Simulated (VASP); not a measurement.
# BeCd3S2: single point with PBE

BeCd3S2:

```
CELL_PARAMETERS angstrom
-2.73098 2.73098 4.72567
2.73098 -2.73098 4.72567
2.73098 2.73098 -4.72567
ATOMIC_POSITIONS crystal
Be 0.00000 0.00000 0.00000
Cd 0.50000 0.50000 0.00000
Cd 0.50000 0.00000 0.50000
Cd 0.00000 0.50000 0.50000
S 0.75000 0.25000 0.50000
S 0.25000 0.75000 0.50000
```

The cell was generated, and may not be a known phase.

```
Program                : VASP 6.6.1
Task                   : single point
Functional             : PBE
Potentials or basis    : VASP PAW PBE potentials, release 64 (Be, Cd_sv_GW, S)
Cutoff                 : 630 eV
k mesh                 : 4 × 4 × 4
Occupations            : gaussian, width 0.1 eV
Spin                   : no spin polarisation
Dipole correction      : no
Further INCAR settings : ALGO = Normal; EDIFF = 1e-06; NBANDS = 46
```

```
Pressure               : 4.5 GPa
Band gap on the k mesh : zero (bands 37 and 38 overlap by 2.00 eV)
```

Stress tensor (GPa, compression positive):
```
3.57 0.00 0.00
0.00 3.57 0.00
0.00 0.00 6.45
```

Levels at points of the mesh, in eV from the Fermi level:
```tsv
k point	band 34	band 35	band 36	band 37	band 38	band 39	band 40	band 41
(0.00, 0.00, 0.00)	-1.47	-1.06	-1.06	-0.91	-0.91	0.31	2.50	3.87
(0.50, 0.00, 0.00)	-1.63	-1.63	-0.23	-0.16	1.16	1.83	1.98	2.30
(0.50, 0.50, 0.00)	-2.14	-1.80	-0.53	-0.05	0.00	2.90	3.30	5.10
(0.50, 0.50, 0.50)	-0.22	-0.18	-0.18	1.09	1.09	1.32	1.36	1.83
```

Run time: 4.7 min on 1 thread of Intel(R) Xeon(R) Platinum 8375C CPU @ 2.90GHz (Ice Lake), with other jobs on the host, peak memory 0.39 GiB.

Caveat: the cell stands under pressure.
